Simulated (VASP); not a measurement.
Set up this calculation in VASP 6.6.1, as the native input.

```yaml
Task: single point
Functional: LDA
Potentials_or_basis: VASP PAW LDA potentials, release 64 (Zn, Se)
Cutoff: 500 eV
k_mesh: 8 × 8 × 8
Occupations: gaussian, width 0.02 eV
Spin: no spin polarisation
Dipole_correction: no
Further_INCAR_settings: ALGO = Normal; EDIFF = 1e-06; NBANDS = 16
```

The structure of ZnSe lies in POSCAR:

```
ZnSe
1.0
    0.0000000000      2.8112369700      2.8112369700
    2.8112369700      0.0000000000      2.8112369700
    2.8112369700      2.8112369700      0.0000000000
Zn Se
1 1
Direct
    0.0000000000      0.0000000000      0.0000000000
    0.2500000000      0.2500000000      0.2500000000
```

These files were run (other wordings do the same):

INCAR

```
SYSTEM = ZnSe
PREC = Accurate
ENCUT = 500
EDIFF = 1E-6
ISMEAR = 0
SIGMA = 0.02
LREAL = .FALSE.
LASPH = .TRUE.
NELM = 120
ALGO = Normal
ISIF = 2
LWAVE = .FALSE.
LCHARG = .FALSE.
GGA = CA
NBANDS = 16
GGA_COMPAT = .FALSE.
```

KPOINTS

```
regular mesh
0
G
  8 8 8
  0 0 0
```

Potentials or basis: VASP PAW LDA potentials, release 64 (Zn, Se).

Run with:

```bash
$ cat potpaw_LDA.64/Zn/POTCAR potpaw_LDA.64/Se/POTCAR > POTCAR
$ mpirun -np 1 vasp_std > vasp.out
```

Results of the run:

* Pressure: -1.6 GPa
* Band gap on the k mesh: 1.17 eV

Wall time 15 s on 1 thread of Intel(R) Xeon(R) Platinum 8488C (Sapphire Rapids), with other jobs on the host, peak memory 0.15 GiB.
